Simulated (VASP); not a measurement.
Ta: single point with PBEsol

Crystal: Ta.

```
Ta
1.0
    -1.59481    1.59481    1.59481
     1.59481   -1.59481    1.59481
     1.59481    1.59481   -1.59481
Ta
1
Cartesian
  0.0000 0.0000 0.0000
```

```yaml
Program: VASP 6.6.1
Task: single point
Functional: PBEsol
Potentials_or_basis: VASP PAW PBE potentials, release 64 (Ta_pv)
Cutoff: 520 eV
k_mesh: 18 × 18 × 18
Occupations: fermi-dirac, width 0.1 eV
Spin: no spin polarisation
Dipole_correction: no
Further_INCAR_settings: ALGO = Normal; EDIFF = 1e-07; NBANDS = 12
```

```
Pressure : 21.2 GPa
```

Levels at points of the mesh, in eV from the Fermi level:
```csv
k point,band 2,band 3,band 4,band 5,band 6,band 7,band 8,band 9,band 10,band 11
"(0.00, 0.00, 0.00)",-32.60,-32.60,-8.32,0.70,0.70,0.70,4.36,4.36,15.53,15.53
"(0.50, 0.00, 0.00)",-33.13,-32.62,-4.89,-1.90,2.16,4.32,5.48,8.89,12.45,13.49
"(0.50, 0.50, 0.50)",-33.74,-33.74,-4.49,-4.49,7.73,7.73,7.73,9.68,9.68,9.68
```

It took 19 s on 1 thread of Intel(R) Xeon(R) Platinum 8488C (Sapphire Rapids), on a shared host, peak memory 0.17 GiB.

Caveat: the PAW data sets were made with another functional, which shifts forces and pressure a little; spin-orbit coupling is left out, which moves the levels of the heavy elements.
